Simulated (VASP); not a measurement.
# BN (P3m1) in VASP: notebook

BN is run at these levels: PBE; tasks: single point.

Everything below comes from runs of VASP 6.6.1. Logs are shortened: lines on timing, memory, paths and dates and some standing lists are left out, and cuts for length are marked.

### 1 The cell of the first run

The structure is trigonal, space group P3m1 (No. 156). The conventional cell has a = 2.554 Å, b = 2.554 Å, c = 15.681 Å, α = 90.00°, β = 90.00°, γ = 120.00°. Within 2.1 Å of B (site symmetry 3m) lie 4 N at 1.57 to 1.58 Å. Within 2.1 Å of B (site symmetry 3m) lie 4 N at 1.57 to 1.58 Å. B (site symmetry 3m) has 4 N at 1.57 to 1.58 Å within 2.1 Å. B (site symmetry 3m) has 3 N at 1.57 Å within 2.1 Å. Within 2.1 Å of B (site symmetry 3m) lie 4 N at 1.57 to 1.58 Å. B (site symmetry 3m) has 4 N at 1.57 to 1.58 Å within 2.1 Å. N (site symmetry 3m) has 4 B at 1.57 to 1.58 Å within 2.1 Å. Within 2.1 Å of N (site symmetry 3m) lie 4 B at 1.57 to 1.58 Å.

### 2 Single point, PBE

File INCAR:

```
  ALGO = Normal
  EDIFF = 1E-6
  ENCUT = 520
  GGA = PE
  ISIF = 2
  ISMEAR = 0
  LASPH = True
  LCHARG = True
  LELF = True
  LREAL = False
  LVHAR = True
  LWAVE = False
  NBANDS = 36
  NELM = 80
  PREC = Accurate
  SIGMA = 0.05
```

File KPOINTS:

```
k-points
0
Gamma
  10 10 2
```

File POSCAR:

```
BN
1.0
   -2.5539396017      0.0000000000      0.0000000000
   -1.2769698008     -2.2117765748      0.0000000000
    0.0000000000      0.0000000000     15.6805650000
B N
6 6
Direct
    0.6666666667      0.6666666667      0.1852212286
    0.6666666667      0.6666666667      0.4547813497
    0.6666666667      0.6666666667      0.7243414708
    0.3333333333      0.3333333333      0.0504411681
    0.3333333333      0.3333333333      0.3200012892
    0.3333333333      0.3333333333      0.5895614103
    0.6666666667      0.6666666667      0.0842849804
    0.6666666667      0.6666666667      0.3538451015
    0.6666666667      0.6666666667      0.6234052226
    0.3333333333      0.3333333333      0.7581852831
    0.3333333333      0.3333333333      0.2190650410
    0.3333333333      0.3333333333      0.4886251620
```

Potentials or basis: VASP PAW PBE potentials, release 64 (B, N).

On the command line:

```bash
$ cat potpaw_PBE.64/B/POTCAR potpaw_PBE.64/N/POTCAR > POTCAR
$ mpirun -np 1 vasp_std > vasp.out
```

OUTCAR:

```text
EDIFF = 1E-6
   ENCUT = 520
   GGA = PE
   ISIF = 2
   ISMEAR = 0
   LASPH = True
   LREAL = False
   NELM = 80
   PREC = Accurate

 ion  position               nearest neighbor table
   1  0.667  0.667  0.185-  11 1.57  11 1.57  11 1.57   7 1.58
   2  0.667  0.667  0.455-  12 1.57  12 1.57  12 1.57   8 1.58
   3  0.667  0.667  0.724-  10 1.57  10 1.57  10 1.57   9 1.58
   4  0.333  0.333  0.050-   7 1.57   7 1.57   7 1.57
   5  0.333  0.333  0.320-   8 1.57   8 1.57   8 1.57  11 1.58
   6  0.333  0.333  0.590-   9 1.57   9 1.57   9 1.57  12 1.58
   7  0.667  0.667  0.084-   4 1.57   4 1.57   4 1.57   1 1.58
   8  0.667  0.667  0.354-   5 1.57   5 1.57   5 1.57   2 1.58
   9  0.667  0.667  0.623-   6 1.57   6 1.57   6 1.57   3 1.58
  10  0.333  0.333  0.758-   3 1.57   3 1.57   3 1.57
  11  0.333  0.333  0.219-   1 1.57   1 1.57   1 1.57   5 1.58
  12  0.333  0.333  0.489-   2 1.57   2 1.57   2 1.57   6 1.58

  LATTYP: Found a hexagonal cell.
 ALAT       =     2.5539396017
 C/A-ratio  =     6.1397556112

  Lattice vectors:

 A1 = (   1.2769698008,   2.2117765748,   0.0000000000)
 A2 = (  -2.5539396017,   0.0000000000,   0.0000000000)
 A3 = (   0.0000000000,   0.0000000000,  15.6805650000)

Analysis of symmetry for initial positions (statically):
=====================================================================
 Subroutine PRICEL returns:
 Original cell was already a primitive cell.

 Routine SETGRP: Setting up the symmetry group for a
 hexagonal supercell.

 Subroutine GETGRP returns: Found  6 space group operations
 (whereof  6 operations were pure point group operations)
 out of a pool of 24 trial point group operations.

The static configuration has the point symmetry C_3v.

Analysis of symmetry for dynamics (positions and initial velocities):
=====================================================================
 Subroutine PRICEL returns:
 Original cell was already a primitive cell.

 Routine SETGRP: Setting up the symmetry group for a
 hexagonal supercell.

 Subroutine GETGRP returns: Found  6 space group operations
 (whereof  6 operations were pure point group operations)
 out of a pool of 24 trial point group operations.

The dynamic configuration has the point symmetry C_3v.

 Subroutine INISYM returns: Found  6 space group operations
 (whereof  6 operations are pure point group operations),
 and found     1 'primitive' translations

----------------------------------------------------------------------------------------

                                     Primitive cell

  volume of cell :      88.5755

  direct lattice vectors                    reciprocal lattice vectors
    -2.553939602  0.000000000  0.000000000    -0.391551938  0.226062617  0.000000000
    -1.276969801 -2.211776575  0.000000000     0.000000000 -0.452125233  0.000000000
     0.000000000  0.000000000 15.680565000     0.000000000  0.000000000  0.063773212

  length of vectors
     2.553939602  2.553939602 15.680565000     0.452125233  0.452125233  0.063773212

  position of ions in fractional coordinates (direct lattice)
     0.666666667  0.666666667  0.185221229
     0.666666667  0.666666667  0.454781350
     0.666666667  0.666666667  0.724341471
     0.333333333  0.333333333  0.050441168
     0.333333333  0.333333333  0.320001289
     0.333333333  0.333333333  0.589561410
     0.666666667  0.666666667  0.084284980
     0.666666667  0.666666667  0.353845101
     0.666666667  0.666666667  0.623405223
     0.333333333  0.333333333  0.758185283
     0.333333333  0.333333333  0.219065041
     0.333333333  0.333333333  0.488625162

  ion indices of the primitive-cell ions
   primitive index   ion index
                 1           1
                 2           2
                 3           3
                 4           4
                 5           5
                 6           6
                 7           7
                 8           8
                 9           9
                10          10
                11          11
                12          12

----------------------------------------------------------------------------------------

 KPOINTS: k-points

Automatic generation of k-mesh.
 Grid dimensions read from file:
 generate k-points for:   10   10    2

 Generating k-lattice:

  Cartesian coordinates                     Fractional coordinates (reciprocal lattice)
    -0.039155194  0.022606262  0.000000000     0.100000000  0.000000000  0.000000000
     0.000000000 -0.045212523  0.000000000     0.000000000  0.100000000  0.000000000
     0.000000000  0.000000000  0.031886606     0.000000000  0.000000000  0.500000000

  Length of vectors
     0.045212523  0.045212523  0.031886606

  Shift w.r.t. Gamma in fractional coordinates (k-lattice)
     0.000000000  0.000000000  0.000000000

 Subroutine IBZKPT returns following result:
 ===========================================

 Found     28 irreducible k-points:

 Following reciprocal coordinates:
            Coordinates               Weight
  0.000000  0.000000  0.000000      1.000000
  0.100000  0.000000  0.000000      6.000000
  0.200000  0.000000  0.000000      6.000000
  0.300000  0.000000  0.000000      6.000000
  0.400000 -0.000000  0.000000      6.000000
  0.500000 -0.000000  0.000000      3.000000
[... 16 lines left out ...]
  0.400000  0.100000  0.500000     12.000000
  0.500000  0.100000  0.500000     12.000000
 [... further k-points ...]
   k-points           NKPTS =     28   k-points in BZ     NKDIM =     28   number of bands    NBANDS=     36
   number of dos      NEDOS =    301   number of ions     NIONS =     12
   total plane-waves  NPLWV =  48000
   dimension x,y,z NGX =    20 NGY =   20 NGZ =  120
   dimension x,y,z NGXF=    40 NGYF=   40 NGZF=  240
   ions per type =               6   6
   NGX,Y,Z   is equivalent  to a cutoff of  13.02, 13.02, 12.72 a.u.
   NGXF,Y,Z  is equivalent  to a cutoff of  26.04, 26.04, 25.44 a.u.
 SYSTEM =  unknown system
   PREC   = accura    normal or accurate (medium, high low for compatibility)
   ISTART =      0    job   : 0-new  1-cont  2-samecut
   ICHARG =      2    charge: 1-file 2-atom 10-const
   ISPIN  =      1    spin polarized calculation?
   LNONCOLLINEAR =      F non collinear calculations
   LSORBIT =      F    spin-orbit coupling
   LASPH  =      T    aspherical Exc in radial PAW
   ENCUT  =  520.0 eV  38.22 Ry    6.18 a.u.   4.75  4.75 29.16*2*pi/ulx,y,z
   NELM   =     80;   NELMIN=  2; NELMDL= -5     # of ELM steps
   EDIFF  = 0.1E-05   stopping-criterion for ELM
   LREAL  =      F    real-space projection
   EDIFFG = 0.1E-04   stopping-criterion for IOM
   NSW    =      0    number of steps for IOM
   IBRION =     -1    ionic relax: 0-MD 1-quasi-New 2-CG
   NFREE  =      0    steps in history (QN), initial steepest desc. (CG)
   ISIF   =      2    stress and relaxation
   ISYM   =      2    0-nonsym 1-usesym 2-fastsym
   POTIM  = 0.5000    time-step for ionic-motion
   TEBEG  =    0.0;   TEEND  =   0.0 temperature during run
   PSTRESS=    0.0 pullay stress
   NELECT =      48.0000    total number of electrons
   NUPDOWN=      -1.0000    fix difference up-down
   EMIN   =  10.00;   EMAX   =-10.00  energy-range for DOS
   EFERMI =   0.00;   METHOD = LEGACY
   ISMEAR =     0;   SIGMA  =   0.05  broadening in eV -4-tet -1-fermi 0-gaus
   EFERMI_NEDOS =   21; number of points for ismear=-14 and -15
   IALGO  =     38    algorithm
   IMIX   =      4    mixing-type and parameters
     AMIX     =   0.40;   BMIX     =  1.00
     AMIX_MAG =   1.60;   BMIX_MAG =  1.00
  volume/ion in A,a.u.               =       7.38        49.81
  Fermi-wavevector in a.u.,A,eV,Ry     =   1.334701  2.522220 24.237790  1.781427
  Thomas-Fermi vector in A             =   2.463462
   LORBIT       =      0    0 simple, 1 ext, 2 COOP (PROOUT), +10 PAW based schemes
   GGA     = PE    functional components
   LHFCALC =     F    Hartree Fock is set to
   AEXX    =    0.0000 exact exchange contribution
   IVDW    =     0    specifies the selected vdW correction
   LEPSILON=     F    determine dielectric tensor
   LRPA    =     F    only Hartree local field effects (RPA)
 non-spin polarized calculation
 Gauss-broadening in eV      SIGMA  =   0.05
  energy-cutoff  :      520.00
  volume of cell :       88.58
 maximum number of plane-waves:      2411
   NGX =  9   NGY =  9   NGZ = 59

 number of electron      48.0000005 magnetization

 Free energy of the ion-electron system (eV)
  ---------------------------------------------------
  ext. energy  EPLUGINS =         0.00000000
  ---------------------------------------------------
  free energy    TOTEN  =       -99.72808147 eV

  energy without entropy =      -99.71553974  energy(sigma->0) =      -99.72181060

 E-fermi :   5.9367     XC(G=0): -11.1830

 val. band max:        5.9300368329   @ k =   0.3000   0.0000   0.0000
 cond. band min:       5.9536592899   @ k =   0.3000   0.1000   0.5000
 fundamental gap:      0.0236224570
 Fermi energy:         5.9366971942

 k-point     1 :       0.0000    0.0000    0.0000
  band No.  band energies     occupation
      1     -16.3926      2.00000
      2     -15.3837      2.00000
      3     -14.4803      2.00000
      4     -13.5299      2.00000
      5     -12.4035      2.00000
      6     -10.2140      2.00000
[... 28 lines left out ...]
     35      14.0391      0.00000
     36      14.0391      0.00000

 k-point     2 :       0.1000    0.0000    0.0000
  band No.  band energies     occupation
      1     -16.1800      2.00000
      2     -15.1749      2.00000
      3     -14.2772      2.00000
      4     -13.3357      2.00000
      5     -12.2185      2.00000
      6     -10.0341      2.00000
[... 28 lines left out ...]
     35      14.4393      0.00000
     36      14.5850      0.00000
[... 817 lines left out ...]
     35      15.6113      0.00000
     36      16.0333      0.00000

 k-point    24 :       0.5000    0.1000    0.5000
  band No.  band energies     occupation
      1     -12.6898      2.00000
      2     -11.9529      2.00000
      3     -11.3903      2.00000
      4     -10.7592      2.00000
      5      -9.9317      2.00000
      6      -7.7804      2.00000
[... 28 lines left out ...]
     35      15.6523      0.00000
     36      16.0972      0.00000

 [... further k-points ...]
[... 5 lines left out ...]
  --------------------------------------------------------------------------------------
  -------------------------------------------------------------------------------------
  Total       -1.9335131     -1.9335131     -0.1422599      0.0000000      0.0000000      0.0000000
  in kB      -34.9739041    -34.9739041     -2.5732345      0.0000000      0.0000000      0.0000000
  external PRESSURE =     -24.1736809 kB  Pullay stress =       0.0000000 kB

 VOLUME and BASIS-vectors are now :
 -----------------------------------------------------------------------------
  energy-cutoff  :      520.00
  volume of cell :       88.58
      direct lattice vectors                 reciprocal lattice vectors
    -2.553939602  0.000000000  0.000000000    -0.391551938  0.226062617  0.000000000
    -1.276969801 -2.211776575  0.000000000     0.000000000 -0.452125233  0.000000000
     0.000000000  0.000000000 15.680565000     0.000000000  0.000000000  0.063773212

 POSITION                                       TOTAL-FORCE (eV/Angst)
 -----------------------------------------------------------------------------------
     -2.55394     -1.47452      2.90437        -0.000000     -0.000000      0.845331
     -2.55394     -1.47452      7.13123         0.000000     -0.000000      0.617334
     -2.55394     -1.47452     11.35808         0.000000      0.000000      2.957029
     -1.27697     -0.73726      0.79095         0.000000     -0.000000      1.012642
     -1.27697     -0.73726      5.01780         0.000000     -0.000000      0.579229
     -1.27697     -0.73726      9.24466         0.000000     -0.000000      0.844590
     -2.55394     -1.47452      1.32164        -0.000000     -0.000000     -1.683358
     -2.55394     -1.47452      5.54849         0.000000     -0.000000     -0.590753
     -2.55394     -1.47452      9.77535        -0.000000     -0.000000     -1.278753
     -1.27697     -0.73726     11.88877        -0.000000      0.000000     -2.090014
     -1.27697     -0.73726      3.43506         0.000000      0.000000     -0.564206
     -1.27697     -0.73726      7.66192        -0.000000     -0.000000     -0.649073
 -----------------------------------------------------------------------------------
    total drift:                                0.000000      0.000000     -0.000852

  FREE ENERGIE OF THE ION-ELECTRON SYSTEM (eV)
  ---------------------------------------------------
  free  energy   TOTEN  =       -99.7280814721 eV

  energy  without entropy=      -99.7155397376  energy(sigma->0) =      -99.72181060
```

Wall time 92 s (1 thread of Intel Xeon 6975P-C (Granite Rapids), shared host); peak memory 0.23 GiB.

Results:

* Free energy: -99.7281 eV
* Pressure: -2.4 GPa
* Largest force: 2.957 eV/Å
* Band gap on the k mesh: zero (band 24 reaches 6.34 eV, above the bottom of band 25 at 5.91 eV)

Forces on the atoms (eV/Å):
```
B    0.000  0.000  0.845
B    0.000  0.000  0.617
B    0.000  0.000  2.957
B    0.000  0.000  1.013
B    0.000  0.000  0.579
B    0.000  0.000  0.845
N    0.000  0.000 -1.683
N    0.000  0.000 -0.591
N    0.000  0.000 -1.279
N    0.000  0.000 -2.090
N    0.000  0.000 -0.564
N    0.000  0.000 -0.649
```

Levels at points of the mesh, in eV from the Fermi level:
| k point | band 20 | band 21 | band 22 | band 23 | band 24 | band 25 | band 26 | band 27 | band 28 | band 29 |
| --- | --- | --- | --- | --- | --- | --- | --- | --- | --- | --- |
| (0.00, 0.00, 0.00) | -1.38 | -1.38 | -0.46 | -0.28 | 0.40 | 0.40 | 6.26 | 6.26 | 6.66 | 6.84 |
| (0.50, 0.00, 0.00) | -4.68 | -4.19 | -3.77 | -2.05 | -0.24 | 0.04 | 4.19 | 4.76 | 5.40 | 6.00 |
| (0.00, 0.00, 0.50) | -1.38 | -1.38 | -0.69 | -0.07 | 0.40 | 0.40 | 6.26 | 6.26 | 6.64 | 6.81 |
| (0.50, 0.00, 0.50) | -4.68 | -4.19 | -3.77 | -2.05 | -0.25 | 0.05 | 4.19 | 4.77 | 5.41 | 5.97 |

Caveat: forces of over 1 eV/Å act on the atoms, so gaps and moduli don't describe the material at rest.

[end of part 1 of 2]
